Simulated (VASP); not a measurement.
**NaSr: single point with PBE**

Crystal: NaSr.

```
CELL_PARAMETERS angstrom
-2.07697 -3.59743 0.00000
0.00000 2.39828 -6.50446
6.23092 -3.59743 0.00000
ATOMIC_POSITIONS crystal
Na 0.00000 0.00000 0.00000
Na 0.50000 0.00000 0.50000
Sr 0.25000 0.50000 0.75000
Sr 0.75000 0.50000 0.25000
```

* Program: VASP 6.6.1
* Task: single point
* Functional: PBE
* Potentials or basis: VASP PAW PBE potentials, release 64 (Na_pv, Sr_sv)
* Cutoff: 520 eV
* k mesh: 6 × 6 × 4
* Occupations: gaussian, width 0.2 eV
* Spin: no spin polarisation
* Dipole correction: no
* Further INCAR settings: ALGO = Fast; EDIFF = 1e-07; NBANDS = 25

The pressure is 0.0 GPa and the band gap on the k mesh is zero (bands 17 and 18 overlap by 1.72 eV).

Stress tensor (GPa, compression positive):
```
-0.02 -0.03  0.03
-0.03 -0.05 -0.02
 0.03 -0.02  0.06
```

Levels at points of the mesh, in eV from the Fermi level:
| k point | band 15 | band 16 | band 17 | band 18 | band 19 | band 20 |
| --- | --- | --- | --- | --- | --- | --- |
| (0.00, 0.00, 0.00) | -3.39 | -0.73 | -0.36 | -0.01 | 0.30 | 0.45 |
| (0.50, 0.00, 0.00) | -0.85 | -0.85 | 0.33 | 0.33 | 0.60 | 0.60 |
| (0.00, 0.50, 0.00) | -2.75 | -1.99 | -0.62 | 0.09 | 0.26 | 1.36 |
| (0.00, 0.00, 0.50) | -2.51 | -2.51 | 0.08 | 0.08 | 0.83 | 0.83 |
| (0.50, 0.00, 0.50) | -0.73 | -0.62 | -0.01 | 0.09 | 0.26 | 0.30 |
| (0.00, 0.50, 0.50) | -1.96 | -1.96 | -1.25 | -1.25 | 1.32 | 1.32 |

It took 3 min on 1 thread of Intel(R) Xeon(R) 6975P-C (Granite Rapids), with other jobs on the host, peak memory 0.42 GiB.
